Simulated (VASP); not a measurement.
Runs of VASP 6.6.1 on SiC. The structure is that of space group F-43m (No. 216), or close to it. The cells are those of the table. 

| cell | gap on the mesh (eV) | pressure (GPa) | largest force (eV/Å) |
| --- | --- | --- | --- |
| a = 3.097, b = 3.132 Å, angles 59.6, 59.3, 59.6°, 2 atoms | 1.29 | (c) | 0.17 |
| a = 3.097, b = 3.155 Å, angles 59.4, 58.8, 59.4°, 2 atoms | 1.21 | 0.3 | 0.28 |
| a = 3.097, b = 3.050 Å, angles 60.5, 61.0, 60.5°, 2 atoms | 1.25 | 0.2 | 0.23 |
| a = 3.097, b = 3.178 Å, angles 59.1, 58.3, 59.1°, 2 atoms | (a) | (b) | 0.40 |
| a = 3.098, b = 3.004 Å, angles 61.0, 62.0, 61.0°, 2 atoms | 1.06 | 1.0 | 0.46 |

Alike in all rows: task single point; level PBE; potentials or basis VASP PAW PBE potentials, release 64 (Si, C); no spin polarisation; k mesh 10 × 10 × 10; cutoff (eV) 520; smearing gaussian 0.05 eV.

Question: Fill in the values left out.

Answer: (a) 1.11; (b) 0.7; (c) 0.1.

A k mesh can miss the band edges.
